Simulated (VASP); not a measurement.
A run of VASP 6.6.1:

Contents of INCAR:

```
PREC = Accurate
ENCUT = 520
EDIFF = 1E-7
ISMEAR = -1
SIGMA = 0.02
LREAL = False
LASPH = True
NELM = 80
ALGO = Normal
ISIF = 2
LWAVE = False
LCHARG = False
GGA = PE
NBANDS = 16
```

The input KPOINTS:

```
regular mesh
0
Gamma
  10 10 10
```

File POSCAR:

```
ZnO
1.0
   -0.0354205886      2.0983498077      2.0983498077
    2.0983498077     -0.0354205886      2.0983498077
    2.0983498077      2.0983498077     -0.0354205886
Zn O
1 1
Direct
    0.0000000000      0.0000000000      0.0000000000
    0.5000000000      0.5000000000      0.5000000000
```

Potentials or basis: VASP PAW PBE potentials, release 64 (Zn, O).

Launch:

```sh
$ cat potpaw_PBE.64/Zn/POTCAR potpaw_PBE.64/O/POTCAR > POTCAR
$ mpirun -np 1 vasp_std > vasp.out
```

Hardware: 1 thread of Intel(R) Xeon(R) 6975P-C (Granite Rapids), with other jobs on the host.

**Question.** Estimate the wall time of this run.

**Answer.** Wall time 13 s on 1 thread of Intel(R) Xeon(R) 6975P-C (Granite Rapids) (shared host), peak memory 0.15 GiB. Counts: scf iterations 14, k points 116.
